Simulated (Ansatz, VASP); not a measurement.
## KBr: VASP beside Ansatz

```
K Br
1.0
     3.29972    3.29972    0.00000
    -3.38101    3.38101    0.00000
     0.00000    0.00000    6.71422
K Br
2 2
Direct
  0.00000 0.00000 0.00000
  0.50000 0.50000 0.50000
  0.50000 0.50000 0.00000
  0.00000 0.00000 0.50000
```

Alike in both runs: task single point; functional PBE; k mesh 6 × 6 × 4; occupations gaussian, width 0.02 eV; no spin polarisation.

|  | VASP | Ansatz |
| --- | --- | --- |
| version | VASP 6.6.1 | Ansatz 0.2.0 |
| potentials or method | VASP PAW PBE potentials, release 64 (K_sv, Br), cutoff 520 eV | scalar-relativistic, plane waves, PAW |
| valence electrons in the cell | 32 | 32 |

```tsv
	VASP	Ansatz	Ansatz less VASP
gap on the k mesh at the Fermi level (eV)	4.30	4.30	+0.001
least direct gap on the mesh (eV)	4.30	4.30	+0.001
pressure (GPa)	0.1	0.1	-0.03
traceless stress, the component that is largest in VASP (GPa)	0.13	0.13	+0.001
```

The functional is the same, so the differences come from potentials, cutoffs and numerics.
